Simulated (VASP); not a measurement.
The system is WSe.

```
W Se
1.0
     0.00000    2.83887    2.83887
     2.83887    0.00000    2.83887
     2.83887    2.83887    0.00000
W Se
1 1
Direct
  0.00000 0.00000 0.00000
  0.25000 0.25000 0.25000
```

Base run:

```yaml
Program: VASP 6.6.1
Functional: r2SCAN
Potentials_or_basis: VASP PAW PBE potentials, release 64 (W_sv, Se)
Cutoff: 520 eV
k_mesh: 12 × 12 × 12
Occupations: gaussian, width 0.1 eV
Spin: no spin polarisation
```

Its results: band gap on the k mesh zero (band 10 reaches 6.19 eV, above the bottom of band 11 at 5.80 eV); pressure -4.2 GPa.

Task: The run is repeated on the same cell with these changes: functional from r2SCAN to PBE. What comes out?

Result: Band gap on the k mesh zero (band 10 reaches 6.27 eV, above the bottom of band 11 at 5.86 eV); pressure -1.6 GPa.

Caveats: spin-orbit coupling is left out, which moves the levels of the heavy elements; the PAW data sets were made with another functional, which shifts forces and pressure a little (some runs).
